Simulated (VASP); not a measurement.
Input of a VASP 6.6.1 run:

The input INCAR:

```
ALGO = Fast
EDIFF = 1E-8
ENCUT = 600
GGA = PS
IBRION = 6
ISIF = 3
ISMEAR = -1
ISPIN = 2
LASPH = T
LCHARG = T
LMAXMIX = 4
LORBIT = 11
LREAL = F
LWAVE = F
MAGMOM = 1 0
NELM = 150
NFREE = 2
NSW = 1
POTIM = 0.015
PREC = Accurate
SIGMA = 0.05
```

Contents of KPOINTS:

```
k-points
0
Gamma
  7 7 7
```

File POSCAR:

```
AlNi
1.0
    2.8810000000      0.0000000000      0.0000000000
    0.0000000000      2.8810000000      0.0000000000
    0.0000000000      0.0000000000      2.8810000000
Ni Al
1 1
Direct
    0.5000000000      0.5000000000      0.5000000000
    0.0000000000      0.0000000000      0.0000000000
```

Potentials or basis: VASP PAW PBE potentials, release 64 (Ni, Al).

Run with:

```console
$ cat potpaw_PBE.64/Ni/POTCAR potpaw_PBE.64/Al/POTCAR > POTCAR
$ mpirun -np 1 vasp_std > vasp.out
```

(1) Predict the elastic constants C11, C12, C44.

(2) Estimate the Voigt bulk modulus.

(3) Estimate the highest phonon frequency at Γ, LO-TO splitting left out.

(4) Estimate the net moment.

Answers

(1) 231, 128, 103 GPa.

(2) 162 GPa.

(3) 291 cm⁻¹.

(4) 0.00 μB per cell.

Caveat: the cell is under stress, which shifts elastic constants; the PAW data sets were made with another functional, which shifts forces and pressure a little.
